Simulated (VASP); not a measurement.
# Pt (Cmcm) in VASP: further runs

The runs below take Pt through single point, with LDA.

All numbers are computed with VASP 6.6.1; they aren't measurements. Logs are shortened: lines on timing, memory, paths and dates and some standing lists are left out, and cuts for length are marked.

### Step 1. The cell of the first run

Symmetry: Cmcm, No. 63, orthorhombic system. The conventional cell has a = 2.705 Å, b = 4.877 Å, c = 4.792 Å, α = 90.00°, β = 90.00°, γ = 90.00°. Pt (site symmetry m2m) has 12 Pt at 2.71 to 2.90 Å within 3.6 Å.

### Step 2. Single point, LDA (strain -0.0200 x Voigt [1, -1, 0, 0, 0, 0])

INCAR reads:

```
SYSTEM = Pt
PREC = Accurate
ENCUT = 520
EDIFF = 1E-7
ISMEAR = 0
SIGMA = 0.15
LREAL = .FALSE.
LASPH = .TRUE.
NELM = 60
ALGO = Fast
ISIF = 2
LWAVE = .FALSE.
LCHARG = .FALSE.
NBANDS = 17
```

KPOINTS reads:

```
Automatic mesh
0
G
  21 21 10
  0 0 0
```

POSCAR reads:

```
Pt
1.0
    2.7054523035      0.0000000000      0.0000000000
   -1.3527261517      2.4386226857      0.0000000000
    0.0000000000      0.0000000000      4.7921340000
Pt
2
Direct
    0.6666666667      0.3333333333      0.7500000000
    0.3333333333      0.6666666667      0.2500000000
```

Potentials or basis: VASP PAW LDA potentials, release 64 (Pt).

Run with:

```
cat potpaw_LDA.64/Pt/POTCAR > POTCAR
mpirun -np 1 vasp_std > vasp.out
```

OUTCAR:

```text
SYSTEM = Pt
   PREC = Accurate
   ENCUT = 520
   EDIFF = 1E-7
   ISMEAR = 0
   LREAL = .FALSE.
   LASPH = .TRUE.
   NELM = 60
   ISIF = 2

 ion  position               nearest neighbor table
   1  0.667  0.333  0.750-   2 2.87   2 2.87   2 2.87   2 2.87   2 2.90   2 2.90
   2  0.333  0.667  0.250-   1 2.87   1 2.87   1 2.87   1 2.87   1 2.90   1 2.90

  LATTYP: Found a base centered orthorhombic cell.
 ALAT       =     2.7054523035
 B/A-ratio  =     1.8027467589
 C/A-ratio  =     1.7712875565

  Lattice vectors:

 A1 = (   1.3527261517,  -2.4386226857,   0.0000000000)
 A2 = (   1.3527261518,   2.4386226857,   0.0000000000)
 A3 = (   0.0000000000,   0.0000000000,   4.7921340000)

Analysis of symmetry for initial positions (statically):
=====================================================================
 Subroutine PRICEL returns:
 Original cell was already a primitive cell.

 Routine SETGRP: Setting up the symmetry group for a
 base centered orthorhombic supercell.

 Subroutine GETGRP returns: Found  8 space group operations
 (whereof  4 operations were pure point group operations)
 out of a pool of  8 trial point group operations.

The static configuration has the point symmetry C_2h.
 The point group associated with its full space group is D_2h.

Analysis of symmetry for dynamics (positions and initial velocities):
=====================================================================
 Subroutine PRICEL returns:
 Original cell was already a primitive cell.

 Routine SETGRP: Setting up the symmetry group for a
 base centered orthorhombic supercell.

 Subroutine GETGRP returns: Found  8 space group operations
 (whereof  4 operations were pure point group operations)
 out of a pool of  8 trial point group operations.

The dynamic configuration has the point symmetry C_2h.
 The point group associated with its full space group is D_2h.

 Subroutine INISYM returns: Found  8 space group operations
 (whereof  4 operations are pure point group operations),
 and found     1 'primitive' translations

----------------------------------------------------------------------------------------

                                     Primitive cell

  volume of cell :      31.6165

  direct lattice vectors                    reciprocal lattice vectors
     2.705452303  0.000000000  0.000000000     0.369623962  0.205033769  0.000000000
    -1.352726152  2.438622686  0.000000000     0.000000000  0.410067538  0.000000000
     0.000000000  0.000000000  4.792134000     0.000000000  0.000000000  0.208675300

  length of vectors
     2.705452303  2.788682242  4.792134000     0.422682765  0.410067538  0.208675300

  position of ions in fractional coordinates (direct lattice)
     0.666666667  0.333333333  0.750000000
     0.333333333  0.666666667  0.250000000

  ion indices of the primitive-cell ions
   primitive index   ion index
                 1           1
                 2           2

----------------------------------------------------------------------------------------

 KPOINTS: Automatic mesh

Automatic generation of k-mesh.
 Grid dimensions read from file:
 generate k-points for:   21   21   10

 Generating k-lattice:

  Cartesian coordinates                     Fractional coordinates (reciprocal lattice)
     0.017601141  0.009763513  0.000000000     0.047619048 -0.000000000  0.000000000
     0.000000000  0.019527026  0.000000000     0.000000000  0.047619048  0.000000000
     0.000000000  0.000000000  0.020867530     0.000000000  0.000000000  0.100000000

  Length of vectors
     0.020127751  0.019527026  0.020867530

  Shift w.r.t. Gamma in fractional coordinates (k-lattice)
     0.000000000  0.000000000  0.000000000

 Subroutine IBZKPT returns following result:
 ===========================================

 Found    726 irreducible k-points:

 Following reciprocal coordinates:
            Coordinates               Weight
  0.000000  0.000000  0.000000      1.000000
  0.047619 -0.000000  0.000000      4.000000
  0.095238  0.000000  0.000000      4.000000
  0.142857 -0.000000  0.000000      4.000000
  0.190476  0.000000  0.000000      4.000000
  0.238095  0.000000  0.000000      4.000000
[... 16 lines left out ...]
 -0.476190  0.047619  0.000000      4.000000
 -0.428571  0.047619  0.000000      4.000000
 [... further k-points ...]
   k-points           NKPTS =    726   k-points in BZ     NKDIM =    726   number of bands    NBANDS=     17
   number of dos      NEDOS =    301   number of ions     NIONS =      2
   total plane-waves  NPLWV =  17280
   dimension x,y,z NGX =    20 NGY =   24 NGZ =   36
   dimension x,y,z NGXF=    40 NGYF=   48 NGZF=   72
   ions per type =               2
   NGX,Y,Z   is equivalent  to a cutoff of  12.29, 14.31, 12.49 a.u.
   NGXF,Y,Z  is equivalent  to a cutoff of  24.58, 28.61, 24.98 a.u.
 SYSTEM =  Pt
   PREC   = accura    normal or accurate (medium, high low for compatibility)
   ISTART =      0    job   : 0-new  1-cont  2-samecut
   ICHARG =      2    charge: 1-file 2-atom 10-const
   ISPIN  =      1    spin polarized calculation?
   LNONCOLLINEAR =      F non collinear calculations
   LSORBIT =      F    spin-orbit coupling
   LASPH  =      T    aspherical Exc in radial PAW
   ENCUT  =  520.0 eV  38.22 Ry    6.18 a.u.   5.03  5.19  8.91*2*pi/ulx,y,z
   NELM   =     60;   NELMIN=  2; NELMDL= -5     # of ELM steps
   EDIFF  = 0.1E-06   stopping-criterion for ELM
   LREAL  =      F    real-space projection
   EDIFFG = 0.1E-05   stopping-criterion for IOM
   NSW    =      0    number of steps for IOM
   IBRION =     -1    ionic relax: 0-MD 1-quasi-New 2-CG
   NFREE  =      0    steps in history (QN), initial steepest desc. (CG)
   ISIF   =      2    stress and relaxation
   ISYM   =      2    0-nonsym 1-usesym 2-fastsym
   POTIM  = 0.5000    time-step for ionic-motion
   TEBEG  =    0.0;   TEEND  =   0.0 temperature during run
   PSTRESS=    0.0 pullay stress
   NELECT =      20.0000    total number of electrons
   NUPDOWN=      -1.0000    fix difference up-down
   EMIN   =  10.00;   EMAX   =-10.00  energy-range for DOS
   EFERMI =   0.00;   METHOD = LEGACY
   ISMEAR =     0;   SIGMA  =   0.15  broadening in eV -4-tet -1-fermi 0-gaus
   EFERMI_NEDOS =   21; number of points for ismear=-14 and -15
   IALGO  =     68    algorithm
   IMIX   =      4    mixing-type and parameters
     AMIX     =   0.40;   BMIX     =  1.00
     AMIX_MAG =   1.60;   BMIX_MAG =  1.00
  volume/ion in A,a.u.               =      15.81       106.68
  Fermi-wavevector in a.u.,A,eV,Ry     =   1.405337  2.655701 26.871110  1.974971
  Thomas-Fermi vector in A             =   2.527808
   LORBIT       =      0    0 simple, 1 ext, 2 COOP (PROOUT), +10 PAW based schemes
   GGA     = CA    functional components
   LHFCALC =     F    Hartree Fock is set to
   AEXX    =    0.0000 exact exchange contribution
   IVDW    =     0    specifies the selected vdW correction
   LEPSILON=     F    determine dielectric tensor
   LRPA    =     F    only Hartree local field effects (RPA)
 non-spin polarized calculation
 RMM-DIIS sequential band-by-band and
 Gauss-broadening in eV      SIGMA  =   0.15
  energy-cutoff  :      520.00
  volume of cell :       31.62
 maximum number of plane-waves:       866
   NGX =  9   NGY = 11   NGZ = 17

 number of electron      20.0000000 magnetization

 Free energy of the ion-electron system (eV)
  ---------------------------------------------------
  ext. energy  EPLUGINS =         0.00000000
  ---------------------------------------------------
  free energy    TOTEN  =       -14.79261609 eV

  energy without entropy =      -14.74799745  energy(sigma->0) =      -14.77030677

 E-fermi :  10.2140     XC(G=0): -13.4099

 val. band max:       10.2131403472   @ k =  -0.4762   0.2381   0.0000
 cond. band min:      10.2154104373   @ k =   0.0476   0.4286   0.3000
 fundamental gap:      0.0022700901
 Fermi energy:        10.2139689558

 k-point     1 :       0.0000    0.0000    0.0000
  band No.  band energies     occupation
      1       0.5105      2.00000
      2       3.1387      2.00000
      3       6.2406      2.00000
      4       6.4416      2.00000
      5       6.8379      2.00000
      6       7.1442      2.00000
[... 9 lines left out ...]
     16      27.4729      0.00000
     17      30.7875      0.00000

 k-point     2 :       0.0476   -0.0000    0.0000
  band No.  band energies     occupation
      1       0.5955      2.00000
      2       3.2189      2.00000
      3       6.2432      2.00000
      4       6.5027      2.00000
      5       6.8724      2.00000
      6       7.1332      2.00000
[... 9 lines left out ...]
     16      27.6015      0.00000
     17      30.3618      0.00000

 k-point     3 :       0.0952    0.0000    0.0000
  band No.  band energies     occupation
      1       0.8460      2.00000
      2       3.4501      2.00000
      3       6.2258      2.00000
      4       6.6686      2.00000
      5       6.9317      2.00000
      6       7.1459      2.00000
[... 9 lines left out ...]
     16      27.8550      0.00000
     17      29.4909      0.00000

 k-point     4 :       0.1429   -0.0000    0.0000
  band No.  band energies     occupation
      1       1.2473      2.00000
      2       3.7985      2.00000
      3       6.1407      2.00000
      4       6.8073      2.00000
      5       6.9775      2.00000
      6       7.2346      2.00000
[... 9 lines left out ...]
     16      27.5926      0.00000
     17      28.5924      0.00000

 k-point     5 :       0.1905    0.0000    0.0000
  band No.  band energies     occupation
      1       1.7712      2.00000
      2       4.1809      2.00000
      3       6.0400      2.00000
      4       6.5913      2.00000
      5       6.6505      2.00000
      6       7.2979      2.00000
[... 9 lines left out ...]
     16      27.1185      0.00000
     17      28.2374      0.00000

 k-point     6 :       0.2381    0.0000    0.0000
  band No.  band energies     occupation
      1       2.3683      2.00000
      2       4.4305      2.00000
      3       6.0223      2.00000
      4       6.0897      2.00000
      5       6.4941      2.00000
      6       7.6127      2.00000
[... 9 lines left out ...]
     16      26.5105      0.00000
     17      28.7747      0.00000

 k-point     7 :       0.2857    0.0000    0.0000
  band No.  band energies     occupation
      1       2.9572      2.00000
      2       4.4279      2.00000
      3       5.5384      2.00000
      4       6.2731      2.00000
      5       6.5669      2.00000
      6       7.3719      2.00000
[... 9 lines left out ...]
     16      25.7230      0.00000
     17      28.0845      0.00000

 k-point     8 :       0.3333    0.0000    0.0000
  band No.  band energies     occupation
      1       3.4284      2.00000
      2       4.2797      2.00000
      3       5.1453      2.00000
      4       6.4127      2.00000
      5       6.9758      2.00000
      6       7.1512      2.00000
[... 9 lines left out ...]
     16      25.0058      0.00000
     17      25.8754      0.00000
[... 203 lines left out ...]
      1       3.6409      2.00000
      2       4.2501      2.00000
      3       5.0057      2.00000
      4       6.5123      2.00000
      5       7.1285      2.00000
      6       7.1314      2.00000
[... 9 lines left out ...]
     16      24.7901      0.00000
     17      25.1068      0.00000

 k-point    20 :       0.3810    0.0476    0.0000
  band No.  band energies     occupation
      1       3.8325      2.00000
      2       4.0975      2.00000
      3       4.7560      2.00000
      4       6.8624      2.00000
      5       6.9840      2.00000
      6       7.0737      2.00000
[... 9 lines left out ...]
     16      23.3000      0.00000
     17      24.2384      0.00000

 k-point    21 :       0.4286    0.0476    0.0000
  band No.  band energies     occupation
      1       3.8923      2.00000
      2       4.0051      2.00000
      3       4.6025      2.00000
      4       6.8443      2.00000
      5       7.0482      2.00000
      6       7.2135      2.00000
[... 9 lines left out ...]
     16      22.1652      0.00000
     17      23.8246      0.00000

 k-point    22 :       0.4762    0.0476    0.0000
  band No.  band energies     occupation
      1       3.8986      2.00000
      2       3.9805      2.00000
      3       4.5473      2.00000
      4       6.7628      2.00000
      5       7.0734      2.00000
      6       7.4001      2.00000
[... 9 lines left out ...]
     16      21.8098      0.00000
     17      23.6470      0.00000

 k-point    23 :      -0.4762    0.0476    0.0000
  band No.  band energies     occupation
      1       3.9063      2.00000
      2       3.9989      2.00000
      3       4.5910      2.00000
      4       6.7449      2.00000
      5       7.1467      2.00000
      6       7.2142      2.00000
[... 9 lines left out ...]
     16      22.0318      0.00000
     17      23.7851      0.00000

 k-point    24 :      -0.4286    0.0476    0.0000
  band No.  band energies     occupation
      1       3.8559      2.00000
      2       4.0921      2.00000
      3       4.7334      2.00000
      4       6.7912      2.00000
      5       6.8515      2.00000
      6       7.2643      2.00000
[... 9 lines left out ...]
     16      22.9553      0.00000
     17      24.1743      0.00000

 [... further k-points ...]
[... 5 lines left out ...]
  --------------------------------------------------------------------------------------
  -------------------------------------------------------------------------------------
  Total       -1.9898144     -3.7139351     -3.0287400     -0.0000000      0.0000000      0.0000000
  in kB     -100.8346303   -188.2051267   -153.4825925     -0.0000000      0.0000000      0.0000000
  external PRESSURE =    -147.5074498 kB  Pullay stress =       0.0000000 kB

 VOLUME and BASIS-vectors are now :
 -----------------------------------------------------------------------------
  energy-cutoff  :      520.00
  volume of cell :       31.62
      direct lattice vectors                 reciprocal lattice vectors
     2.705452303  0.000000000  0.000000000     0.369623962  0.205033769  0.000000000
    -1.352726152  2.438622686  0.000000000     0.000000000  0.410067538  0.000000000
     0.000000000  0.000000000  4.792134000     0.000000000  0.000000000  0.208675300

 POSITION                                       TOTAL-FORCE (eV/Angst)
 -----------------------------------------------------------------------------------
      1.35273      0.81287      3.59410        -0.000000     -0.001510      0.000000
     -0.00000      1.62575      1.19803         0.000000      0.001510      0.000000
 -----------------------------------------------------------------------------------
    total drift:                                0.000000     -0.000000      0.000000

  FREE ENERGIE OF THE ION-ELECTRON SYSTEM (eV)
  ---------------------------------------------------
  free  energy   TOTEN  =       -14.7926160864 eV

  energy  without entropy=      -14.7479974480  energy(sigma->0) =      -14.77030677
```

Wall time 2.8 min (1 thread of Intel Xeon 6975P-C (Granite Rapids), shared host); peak memory 0.4 GiB.

What came out:

* Free energy: -14.7926 eV
* Pressure: -14.8 GPa
* Band gap on the k mesh: zero (band 10 reaches 10.69 eV, above the bottom of band 11 at 9.48 eV)

Levels at points of the mesh, in eV from the Fermi level:
```csv
k point,band 6,band 7,band 8,band 9,band 10,band 11,band 12,band 13,band 14,band 15
"(0.00, 0.00, 0.00)",-3.07,-2.73,-1.86,-1.71,-0.72,-0.27,-0.13,4.65,15.10,15.66
"(0.00, 0.00, 0.50)",-3.74,-3.09,-3.09,-0.86,-0.86,-0.69,-0.69,11.90,11.90,15.50
```

Caveat: the cell differs from its parent crystal (strain -0.0200 x Voigt [1, -1, 0, 0, 0, 0]); spin-orbit coupling is left out, which moves the levels of the heavy elements.

### Step 3. Single point, LDA (strain +0.0100 x Voigt [1, -1, 0, 0, 0, 0])

INCAR reads:

```
SYSTEM = Pt
ALGO = Fast ; EDIFF = 1E-7
ENCUT = 520 ; ISIF = 2
ISMEAR = 0 ; LASPH = .TRUE.
LCHARG = .FALSE. ; LREAL = .FALSE.
LWAVE = .FALSE. ; NBANDS = 17
NELM = 100 ; PREC = Accurate
SIGMA = 0.15
```

KPOINTS reads:

```
k-points
0
G
  21 21 10
  0 0 0
```

POSCAR reads:

```
Pt
1.0
    2.7882722719      0.0000000000      0.0000000000
   -1.3941361360      2.3668984891      0.0000000000
    0.0000000000      0.0000000000      4.7921340000
Pt
2
Direct
    0.6666666667      0.3333333333      0.7500000000
    0.3333333333      0.6666666667      0.2500000000
```

Potentials or basis: VASP PAW LDA potentials, release 64 (Pt).

Run with:

```
cat potpaw_LDA.64/Pt/POTCAR > POTCAR
mpirun -np 1 vasp_std > vasp.out
```

Wall time 2.1 min (1 thread of Intel Xeon 6975P-C (Granite Rapids), shared host); peak memory 0.4 GiB.

It converged, with:

| Item | Value |
| --- | --- |
| Free energy | -14.8047 eV |
| Pressure | -15.1 GPa |
| Largest force | 0.004 eV/Å |
| Band gap on the k mesh | zero (band 10 reaches 10.72 eV, above the bottom of band 11 at 9.47 eV) |

Forces on the atoms (eV/Å):
```
Pt   0.000  0.004  0.000
Pt   0.000 -0.004  0.000
```

Stress tensor (GPa, compression positive):
```
-16.94   0.00   0.00
  0.00 -13.10   0.00
  0.00   0.00 -15.23
```

Levels at points of the mesh, in eV from the Fermi level:
```csv
k point,band 7,band 8,band 9,band 10,band 11,band 12,band 13,band 14
"(0.00, 0.00, 0.00)",-2.89,-1.82,-1.75,-0.72,-0.24,-0.17,4.65,15.12
"(0.00, 0.00, 0.50)",-3.25,-3.25,-0.82,-0.82,-0.74,-0.74,11.90,11.90
```

Caveat: the cell differs from its parent crystal (strain +0.0100 x Voigt [1, -1, 0, 0, 0, 0]); spin-orbit coupling is left out, which moves the levels of the heavy elements.

### Step 4. Single point, LDA (strain -0.0200 x Voigt [1, -1, 0, 0, 0, 0])

INCAR reads:

```
SYSTEM = Pt
PREC = Accurate
ENCUT = 500
EDIFF = 1E-6
ISMEAR = 0
SIGMA = 0.15
LREAL = .FALSE.
LASPH = .TRUE.
NELM = 120
ALGO = Normal
ISIF = 2
LWAVE = .FALSE.
LCHARG = .FALSE.
NBANDS = 25
GGA_COMPAT = .FALSE.
```

KPOINTS reads:

```
Automatic mesh
0
G
  21 21 10
  0 0 0
```

POSCAR reads:

```
Pt
1.0
    2.7054523035      0.0000000000      0.0000000000
   -1.3527261517      2.4386226857      0.0000000000
    0.0000000000      0.0000000000      4.7921340000
Pt
2
Direct
    0.6666666667      0.3333333333      0.7500000000
    0.3333333333      0.6666666667      0.2500000000
```

Potentials or basis: VASP PAW LDA potentials, release 64 (Pt_sv_GW).

Run with:

```
cat potpaw_LDA.64/Pt_sv_GW/POTCAR > POTCAR
mpirun -np 1 vasp_std > vasp.out
```

Wall time 4.6 min (1 thread of Intel Xeon Platinum 8259CL at 2.50GHz (Skylake/Cascade Lake), shared host); peak memory 0.5 GiB.

The run converged. Its results:

```
Free energy            : -14.4228 eV
Pressure               : -17.7 GPa
Band gap on the k mesh : zero (band 18 reaches 10.07 eV, above the bottom of band 19 at 8.86 eV)
```

Forces in eV/Å, atoms in the order of the input:
```
Pt   0.000 -0.003  0.000
Pt   0.000  0.003  0.000
```

Stress tensor (GPa, compression positive):
```
-13.06   0.00   0.00
  0.00 -21.80   0.00
  0.00   0.00 -18.26
```

Levels at points of the mesh, in eV from the Fermi level:
```csv
k point,band 16,band 17,band 18,band 19,band 20,band 21
"(0.00, 0.00, 0.00)",-1.86,-1.70,-0.68,-0.28,-0.14,4.68
"(0.00, 0.00, 0.50)",-3.07,-0.86,-0.86,-0.69,-0.69,11.94
```

Caveat: the cell differs from its parent crystal (strain -0.0200 x Voigt [1, -1, 0, 0, 0, 0]); spin-orbit coupling is left out, which moves the levels of the heavy elements.

### Step 5. The runs side by side

| potentials or basis | cell | cutoff (eV) | second run | gap on the mesh (eV) | pressure (GPa) |
| --- | --- | --- | --- | --- | --- |
| VASP PAW LDA potentials, release 64 (Pt) | a = 2.705, b = 2.789, c = 4.792 Å, angles 90.0, 90.0, 119.0°, 2 atoms | 520 | - | none | -14.8 |
| VASP PAW LDA potentials, release 64 (Pt) | a = 2.788, b = 2.747, c = 4.792 Å, angles 90.0, 90.0, 120.5°, 2 atoms | 520 | - | none | -15.1 |
| VASP PAW LDA potentials, release 64 (Pt_sv_GW) | a = 2.705, b = 2.789, c = 4.792 Å, angles 90.0, 90.0, 119.0°, 2 atoms | 500 | valence_matched | none | -17.7 |

Alike in all rows: task single point; level LDA; no spin polarisation; k mesh 21 × 21 × 10; smearing gaussian 0.15 eV.

Caveats: spin-orbit coupling is left out, which moves the levels of the heavy elements.

Absolute energies hang on the potentials; compare differences alone.
